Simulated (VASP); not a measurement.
# Ag (Im-3m) in VASP: a series of runs

The runs below take Ag through single point, with PBE.

All numbers are computed with VASP 6.6.1; they aren't measurements. Logs are shortened: lines on timing, memory, paths and dates and some standing lists are left out, and cuts for length are marked.

**1. The cell of the first run**

The structure is cubic, space group Im-3m (No. 229). The conventional cell has a = 2.786 Å, b = 2.786 Å, c = 2.786 Å, α = 90.00°, β = 90.00°, γ = 90.00°. Within 3.2 Å of Ag (site symmetry m-3m) lie 14 Ag at 2.41 to 2.79 Å.

**2. Single point, PBE (volume scaled by 0.6)**

INCAR

```
  PREC = Accurate
  ENCUT = 520
  EDIFF = 1E-6
  ISMEAR = -1
  SIGMA = 0.05
  LREAL = False
  LASPH = True
  NELM = 100
  ALGO = Normal
  ISIF = 2
  LWAVE = False
  LCHARG = True
  GGA = PE
  LELF = True
  LVHAR = True
  NBANDS = 12
```

KPOINTS

```
Automatic mesh
0
Gamma
  16 16 16
```

POSCAR

```
Ag
1.0
   -1.3931770164      1.3931770164      1.3931770164
    1.3931770164     -1.3931770164      1.3931770164
    1.3931770164      1.3931770164     -1.3931770164
Ag
1
Direct
    0.0000000000      0.0000000000      0.0000000000
```

Potentials or basis: VASP PAW PBE potentials, release 64 (Ag).

Run with:

```
> cat potpaw_PBE.64/Ag/POTCAR > POTCAR
> mpirun -np 1 vasp_std > vasp.out
```

OUTCAR:

```text
PREC = Accurate
   ENCUT = 520
   EDIFF = 1E-6
   ISMEAR = -1
   LREAL = False
   LASPH = True
   NELM = 100
   ISIF = 2
   GGA = PE

 ion  position               nearest neighbor table
   1  0.000  0.000  0.000-

  LATTYP: Found a body centered cubic cell.
 ALAT       =     2.7863540328

  Lattice vectors:

 A1 = (  -1.3931770164,   1.3931770164,   1.3931770164)
 A2 = (   1.3931770164,  -1.3931770164,   1.3931770164)
 A3 = (   1.3931770164,   1.3931770164,  -1.3931770164)

Analysis of symmetry for initial positions (statically):
=====================================================================
 Subroutine PRICEL returns:
 Original cell was already a primitive cell.

 Routine SETGRP: Setting up the symmetry group for a
 body centered cubic supercell.

 Subroutine GETGRP returns: Found 48 space group operations
 (whereof 48 operations were pure point group operations)
 out of a pool of 48 trial point group operations.

The static configuration has the point symmetry O_h .

Analysis of symmetry for dynamics (positions and initial velocities):
=====================================================================
 Subroutine PRICEL returns:
 Original cell was already a primitive cell.

 Routine SETGRP: Setting up the symmetry group for a
 body centered cubic supercell.

 Subroutine GETGRP returns: Found 48 space group operations
 (whereof 48 operations were pure point group operations)
 out of a pool of 48 trial point group operations.

The dynamic configuration has the point symmetry O_h .

 Subroutine INISYM returns: Found 48 space group operations
 (whereof 48 operations are pure point group operations),
 and found     1 'primitive' translations

----------------------------------------------------------------------------------------

                                     Primitive cell

  volume of cell :      10.8163

  direct lattice vectors                    reciprocal lattice vectors
    -1.393177016  1.393177016  1.393177016     0.000000000  0.358891938  0.358891938
     1.393177016 -1.393177016  1.393177016     0.358891938  0.000000000  0.358891938
     1.393177016  1.393177016 -1.393177016     0.358891938  0.358891938  0.000000000

  length of vectors
     2.413053376  2.413053376  2.413053376     0.507549847  0.507549847  0.507549847
[... 77 lines left out ...]
   ENCUT  =  520.0 eV  38.22 Ry    6.18 a.u.   4.49  4.49  4.49*2*pi/ulx,y,z
   NELM   =    100;   NELMIN=  2; NELMDL= -5     # of ELM steps
   EDIFF  = 0.1E-05   stopping-criterion for ELM
   LREAL  =      F    real-space projection
   EDIFFG = 0.1E-04   stopping-criterion for IOM
   NSW    =      0    number of steps for IOM
   IBRION =     -1    ionic relax: 0-MD 1-quasi-New 2-CG
   NFREE  =      0    steps in history (QN), initial steepest desc. (CG)
   ISIF   =      2    stress and relaxation
   ISYM   =      2    0-nonsym 1-usesym 2-fastsym
   POTIM  = 0.5000    time-step for ionic-motion
   TEBEG  =    0.0;   TEEND  =   0.0 temperature during run
   PSTRESS=    0.0 pullay stress
   NELECT =      11.0000    total number of electrons
   NUPDOWN=      -1.0000    fix difference up-down
   EMIN   =  10.00;   EMAX   =-10.00  energy-range for DOS
   EFERMI =   0.00;   METHOD = LEGACY
   ISMEAR =    -1;   SIGMA  =   0.05  broadening in eV -4-tet -1-fermi 0-gaus
   EFERMI_NEDOS =   21; number of points for ismear=-14 and -15
   IALGO  =     38    algorithm
   IMIX   =      4    mixing-type and parameters
     AMIX     =   0.40;   BMIX     =  1.00
     AMIX_MAG =   1.60;   BMIX_MAG =  1.00
  volume/ion in A,a.u.               =      10.82        72.99
  Fermi-wavevector in a.u.,A,eV,Ry     =   1.646314  3.111083 36.876563  2.710351
  Thomas-Fermi vector in A             =   2.735963
   LORBIT       =      0    0 simple, 1 ext, 2 COOP (PROOUT), +10 PAW based schemes
   GGA     = PE    functional components
   LHFCALC =     F    Hartree Fock is set to
   AEXX    =    0.0000 exact exchange contribution
   IVDW    =     0    specifies the selected vdW correction
   LEPSILON=     F    determine dielectric tensor
   LRPA    =     F    only Hartree local field effects (RPA)
 non-spin polarized calculation
  energy-cutoff  :      520.00
  volume of cell :       10.82
 maximum number of plane-waves:       321
 NGX is ok and might be reduce to    18
   NGX =  9   NGY =  9   NGZ =  9

 number of electron      10.9999998 magnetization

 Free energy of the ion-electron system (eV)
  ---------------------------------------------------
  ext. energy  EPLUGINS =         0.00000000
  ---------------------------------------------------
  free energy    TOTEN  =        -0.25548611 eV

  energy without entropy =       -0.25227313  energy(sigma->0) =       -0.25387962

 E-fermi :  17.1620     XC(G=0): -15.1492

 val. band max:       17.0791466069   @ k =   0.3750   0.1250   0.0000
 cond. band min:      17.1787626889   @ k =  -0.3125   0.4375   0.1250
 fundamental gap:      0.0996160821
 Fermi energy:        17.1620409167

 k-point     1 :       0.0000    0.0000    0.0000
  band No.  band energies     occupation
      1       4.9122      2.00000
      2       9.2892      2.00000
      3       9.2892      2.00000
      4       9.2892      2.00000
      5      12.0344      2.00000
      6      12.0344      2.00000
      7      35.4057      0.00000
      8      35.4057      0.00000
      9      35.4057      0.00000
     10      47.1680      0.00000
     11      47.1680      0.00000
     12      51.2870      0.00000
[... 331 lines left out ...]
 k-point    24 :       0.2500    0.1875    0.0000
  band No.  band energies     occupation
      1       7.3463      2.00000
      2       8.2218      2.00000
      3       9.7984      2.00000
      4      11.5643      2.00000
      5      12.5956      2.00000
      6      15.8003      2.00000
      7      29.2254      0.00000
      8      30.7557      0.00000
      9      35.9785      0.00000
     10      40.0996      0.00000
     11      45.4144      0.00000
     12      49.3227      0.00000

 [... further k-points ...]
[... 5 lines left out ...]
  --------------------------------------------------------------------------------------
  -------------------------------------------------------------------------------------
  Total       12.6411207     12.6411207     12.6411207      0.0000000      0.0000000     -0.0000000
  in kB     1872.4803385   1872.4803385   1872.4803385      0.0000000      0.0000000     -0.0000000
  external PRESSURE =    1872.4803385 kB  Pullay stress =       0.0000000 kB

 VOLUME and BASIS-vectors are now :
 -----------------------------------------------------------------------------
  energy-cutoff  :      520.00
  volume of cell :       10.82
      direct lattice vectors                 reciprocal lattice vectors
    -1.393177016  1.393177016  1.393177016     0.000000000  0.358891938  0.358891938
     1.393177016 -1.393177016  1.393177016     0.358891938  0.000000000  0.358891938
     1.393177016  1.393177016 -1.393177016     0.358891938  0.358891938  0.000000000

 POSITION                                       TOTAL-FORCE (eV/Angst)
 -----------------------------------------------------------------------------------
      0.00000      0.00000      0.00000        -0.000000      0.000000     -0.000000
 -----------------------------------------------------------------------------------
    total drift:                                0.000000      0.000000      0.000000

  FREE ENERGIE OF THE ION-ELECTRON SYSTEM (eV)
  ---------------------------------------------------
  free  energy   TOTEN  =        -0.2554861126 eV

  energy  without entropy=       -0.2522731253  energy(sigma->0) =       -0.25387962
```

OSZICAR:

```text
N       E                     dE             d eps       ncg     rms          rms(c)
DAV:   1     0.565125998327E+02    0.56513E+02   -0.56896E+03  3528   0.895E+02
DAV:   2     0.232920987843E+00   -0.56280E+02   -0.53815E+02  4076   0.221E+02
DAV:   3    -0.576335936541E+00   -0.80926E+00   -0.80900E+00  4204   0.259E+01
DAV:   4    -0.578112512406E+00   -0.17766E-02   -0.17765E-02  3996   0.129E+00
DAV:   5    -0.578120046171E+00   -0.75338E-05   -0.75335E-05  4172   0.740E-02    0.200E+01
DAV:   6    -0.325156466675E+00    0.25296E+00   -0.40644E-01  4452   0.647E+00    0.116E+01
DAV:   7    -0.261087617406E+00    0.64069E-01   -0.96635E-02  4844   0.307E+00    0.272E+00
DAV:   8    -0.255463916920E+00    0.56237E-02   -0.76888E-03  3804   0.948E-01    0.178E-01
DAV:   9    -0.255480092511E+00   -0.16176E-04   -0.35907E-05  4060   0.593E-02    0.178E-02
DAV:  10    -0.255485993595E+00   -0.59011E-05   -0.35143E-06  4240   0.134E-02    0.266E-03
DAV:  11    -0.255486112649E+00   -0.11905E-06   -0.39752E-08  2472   0.169E-03
   1 F= -.25548611E+00 E0= -.25387962E+00  d E =-.321299E-02
```

Run time: 15 s. Hardware: 1 thread of Intel Xeon 6975P-C, shared host; peak memory 0.13 GiB.

Results:

```
Free energy : -0.2555 eV
Pressure    : 187.2 GPa
```

Levels at points of the mesh, in eV from the Fermi level:
```
           k point  band 2  band 3  band 4  band 5  band 6  band 7  band 8  band 9
(0.00, 0.00, 0.00)   -7.87   -7.87   -7.87   -5.13   -5.13   18.24   18.24   18.24
(0.50, 0.00, 0.00)   -9.57   -5.17   -4.75   -2.80   -1.74    7.42   13.74   18.73
(0.50, 0.50, 0.50)  -11.14   -3.37   -3.37   -3.37    7.97    7.97    7.97   18.53
```

**3. Single point, PBE (volume scaled by 0.68)**

INCAR

```
SYSTEM = Ag
PREC     = Accurate       ! precision mode
ENCUT    = 520            ! plane-wave cutoff, eV
EDIFF    = 1E-6           ! SCF threshold, eV
ISMEAR   = -1             ! smearing method
SIGMA    = 0.05           ! smearing width, eV
LREAL    = .FALSE.        ! projectors in reciprocal space
LASPH    = .TRUE.         ! aspherical terms in the spheres
NELM     = 100            ! most SCF steps
ALGO     = Normal         ! electronic algorithm
ISIF     = 2              ! what is computed and relaxed
LWAVE    = .FALSE.        ! write WAVECAR
LCHARG   = .TRUE.         ! write CHGCAR
GGA      = PE             ! functional
LELF     = .TRUE.         ! ELF
LVHAR    = .TRUE.       
NBANDS   = 12             ! bands
```

KPOINTS

```
regular mesh
0
G
  16 16 16
  0 0 0
```

POSCAR

```
Ag
1.0
   -1.4525313748      1.4525313748      1.4525313748
    1.4525313748     -1.4525313748      1.4525313748
    1.4525313748      1.4525313748     -1.4525313748
Ag
1
Direct
    0.0000000000      0.0000000000      0.0000000000
```

Potentials or basis: VASP PAW PBE potentials, release 64 (Ag).

Run with:

```
> cat potpaw_PBE.64/Ag/POTCAR > POTCAR
> mpirun -np 1 vasp_std > vasp.out
```

OUTCAR:

```text
SYSTEM = Ag
   PREC = Accurate
   ENCUT = 520
   EDIFF = 1E-6
   ISMEAR = -1
   LREAL = .FALSE.
   LASPH = .TRUE.
   NELM = 100
   ISIF = 2
   GGA = PE

 ion  position               nearest neighbor table
   1  0.000  0.000  0.000-

  LATTYP: Found a body centered cubic cell.
 ALAT       =     2.9050627496

  Lattice vectors:

 A1 = (  -1.4525313748,   1.4525313748,   1.4525313748)
 A2 = (   1.4525313748,  -1.4525313748,   1.4525313748)
 A3 = (   1.4525313748,   1.4525313748,  -1.4525313748)

Analysis of symmetry for initial positions (statically):
[... 528 lines left out ...]
      5      10.1337      2.00000
      6      12.9696      2.00000
      7      25.3932      0.00000
      8      27.0545      0.00000
      9      32.0252      0.00000
     10      36.5040      0.00000
     11      41.1756      0.00000
     12      44.6602      0.00000

 [... further k-points ...]
[... 5 lines left out ...]
  --------------------------------------------------------------------------------------
  -------------------------------------------------------------------------------------
  Total        7.6246874      7.6246874      7.6246874      0.0000000     -0.0000000      0.0000000
  in kB      996.5430589    996.5430589    996.5430589      0.0000000     -0.0000000      0.0000000
  external PRESSURE =     996.5430589 kB  Pullay stress =       0.0000000 kB

 VOLUME and BASIS-vectors are now :
 -----------------------------------------------------------------------------
  energy-cutoff  :      520.00
  volume of cell :       12.26
      direct lattice vectors                 reciprocal lattice vectors
    -1.452531375  1.452531375  1.452531375     0.000000000  0.344226644  0.344226644
     1.452531375 -1.452531375  1.452531375     0.344226644  0.000000000  0.344226644
     1.452531375  1.452531375 -1.452531375     0.344226644  0.344226644  0.000000000

 POSITION                                       TOTAL-FORCE (eV/Angst)
 -----------------------------------------------------------------------------------
      0.00000      0.00000      0.00000         0.000000     -0.000000     -0.000000
 -----------------------------------------------------------------------------------
    total drift:                                0.000000     -0.000000      0.000000

  FREE ENERGIE OF THE ION-ELECTRON SYSTEM (eV)
  ---------------------------------------------------
  free  energy   TOTEN  =        -1.5075227138 eV

  energy  without entropy=       -1.5039006623  energy(sigma->0) =       -1.50571169
```

stdout:

```text
POSCAR found type information on POSCAR Ag
 POSCAR found :  1 types and       1 ions
 scaLAPACK will be used
 LDA part: xc-table for (Slater+PW92), standard interpolation
 POSCAR, INCAR and KPOINTS ok, starting setup
 FFT: planning ... GRIDC
 FFT: planning ... GRID_SOFT
 FFT: planning ... GRID
 WAVECAR not read
 entering main loop
```

Wall time 16 s (1 thread of Intel Xeon 6975P-C, shared host); peak memory 0.14 GiB.

What came out:

| Property | Result |
| --- | --- |
| Free energy | -1.5075 eV |
| Pressure | 99.7 GPa |

**4. Single point, PBE (volume scaled by 0.76)**

INCAR

```
SYSTEM = Ag
PREC     = Accurate       ! precision mode
ENCUT    = 520            ! plane-wave cutoff, eV
EDIFF    = 1E-6           ! SCF threshold, eV
ISMEAR   = -1             ! smearing method
SIGMA    = 0.05           ! smearing width, eV
LREAL    = .False.        ! projectors in reciprocal space
LASPH    = .True.         ! aspherical terms in the spheres
NELM     = 60             ! most SCF steps
ALGO     = Normal         ! electronic algorithm
ISIF     = 2              ! what is computed and relaxed
LWAVE    = .False.        ! write WAVECAR
LCHARG   = .False.        ! write CHGCAR
GGA      = PE             ! functional
NBANDS   = 12             ! bands
```

KPOINTS

```
regular mesh
0
Gamma
  16 16 16
  0 0 0
```

POSCAR

```
Ag
1.0
   -1.5073950396      1.5073950396      1.5073950396
    1.5073950396     -1.5073950396      1.5073950396
    1.5073950396      1.5073950396     -1.5073950396
Ag
1
Direct
    0.0000000000      0.0000000000      0.0000000000
```

Run with:

```
> cat potpaw_PBE.64/Ag/POTCAR > POTCAR
> mpirun -np 1 vasp_std > vasp.out
```

It used 12 s of CPU time on 1 thread of Intel Xeon 6975P-C, with other jobs on the host.

It converged, with:

| Item | Value |
| --- | --- |
| Free energy | -2.1684 eV |
| Pressure | 51.6 GPa |

Levels at points of the mesh, in eV from the Fermi level:
```
           k point  band 2  band 3  band 4  band 5  band 6  band 7  band 8  band 9
(0.00, 0.00, 0.00)   -6.06   -6.06   -6.06   -4.16   -4.16   18.44   18.44   18.44
(0.50, 0.00, 0.00)   -7.21   -4.22   -3.95   -2.65   -0.78    5.53   13.85   16.51
(0.50, 0.50, 0.50)   -8.23   -3.02   -3.02   -3.02    7.46    7.46    7.46   15.69
```

**5. Single point, PBE (volume scaled by 0.84)**

INCAR

```
PREC     = Accurate       # precision mode
ENCUT    = 520            # plane-wave cutoff, eV
EDIFF    = 1E-7           # SCF threshold, eV
ISMEAR   = -1             # smearing method
SIGMA    = 0.05           # smearing width, eV
LREAL    = F              # projectors in reciprocal space
LASPH    = T              # aspherical terms in the spheres
NELM     = 80             # most SCF steps
ALGO     = Normal         # electronic algorithm
ISIF     = 2              # what is computed and relaxed
LWAVE    = F              # write WAVECAR
LCHARG   = T              # write CHGCAR
GGA      = PE             # functional
LELF     = T              # ELF
LVHAR    = T            
NBANDS   = 12             # bands
```

KPOINTS

```
Automatic mesh
0
Gamma
  16 16 16
```

POSCAR

```
Ag
1.0
   -1.5585317226      1.5585317226      1.5585317226
    1.5585317226     -1.5585317226      1.5585317226
    1.5585317226      1.5585317226     -1.5585317226
Ag
1
Direct
    0.0000000000      0.0000000000      0.0000000000
```

Run with:

```
> cat potpaw_PBE.64/Ag/POTCAR > POTCAR
> mpirun -np 1 vasp_std > vasp.out
```

Run time: 21 s. Hardware: 1 thread of Intel Xeon 6975P-C, shared host; peak memory 0.14 GiB.

The run converged. Its results:

```
Free energy : -2.5005 eV
Pressure    : 24.5 GPa
```

Levels at points of the mesh, in eV from the Fermi level:
```
           k point  band 2  band 3  band 4  band 5  band 6  band 7  band 8  band 9  band 10  band 11
(0.00, 0.00, 0.00)   -5.49   -5.49   -5.49   -3.87   -3.87   18.29   18.29   18.29    25.82    25.82
(0.50, 0.00, 0.00)   -6.45   -3.93   -3.71   -2.61   -0.44    4.87   13.68   15.58    21.58    23.12
(0.50, 0.50, 0.50)   -7.29   -2.92   -2.92   -2.92    7.22    7.22    7.22   14.63    14.66    14.66
```

**6. Overview**

| cell | gap on the mesh (eV) | pressure (GPa) |
| --- | --- | --- |
| a = 2.413 Å, angles 109.5°, 1 atom | none | 187.2 |
| a = 2.516 Å, angles 109.5°, 1 atom | none | 99.7 |
| a = 2.611 Å, angles 109.5°, 1 atom | none | 51.6 |
| a = 2.699 Å, angles 109.5°, 1 atom | none | 24.5 |

Alike in all rows: task single point; level PBE; potentials or basis VASP PAW PBE potentials, release 64 (Ag); no spin polarisation; k mesh 16 × 16 × 16; cutoff (eV) 520; smearing fermi-dirac 0.05 eV.

Absolute energies hang on the potentials; compare differences alone.
